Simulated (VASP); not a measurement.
Here is a VASP 6.6.1 calculation.

INCAR

```
  PREC = Accurate
  ENCUT = 520
  EDIFF = 1E-6
  ISMEAR = 0
  SIGMA = 0.15
  LREAL = F
  LASPH = T
  NELM = 100
  ALGO = Fast
  ISIF = 2
  LWAVE = F
  LCHARG = F
  GGA = PE
  NBANDS = 18
```

File KPOINTS:

```
Automatic mesh
0
Gamma
  14 14 14
```

The input POSCAR:

```
TiAl3
1.0
   -1.7110952925      1.9225789803      4.3111351100
    1.7110952925     -1.9225789803      4.3111351100
    1.7110952925      1.9225789803     -4.3111351100
Ti Al
1 3
Direct
    0.0000000000      0.0000000000      0.0000000000
    0.5000000000      0.5000000000      0.0000000000
    0.7500000000      0.2500000000      0.5000000000
    0.2500000000      0.7500000000      0.5000000000
```

Potentials or basis: VASP PAW PBE potentials, release 64 (Ti_sv, Al).

Launch:

```console
$ cat potpaw_PBE.64/Ti_sv/POTCAR potpaw_PBE.64/Al/POTCAR > POTCAR
$ mpirun -np 1 vasp_std > vasp.out
```

**Question.** Estimate the band gap on the k mesh.

**Answer.** Zero (an odd number of electrons rules out a gap without spin polarisation).

**Question.** Estimate the largest force.

**Answer.** 0.062 eV/Å.

**Question.** Predict the pressure.

**Answer.** 16.0 GPa.

Forces in eV/Å, atoms in the order of the input:
```
Ti   0.000  0.000  0.000
Al   0.000  0.000  0.000
Al   0.000  0.000  0.062
Al   0.000  0.000 -0.062
```

Caveat: the cell differs from its parent crystal (normal strain along x -0.1100, normal strain along y +0.0000); the cell stands under pressure.
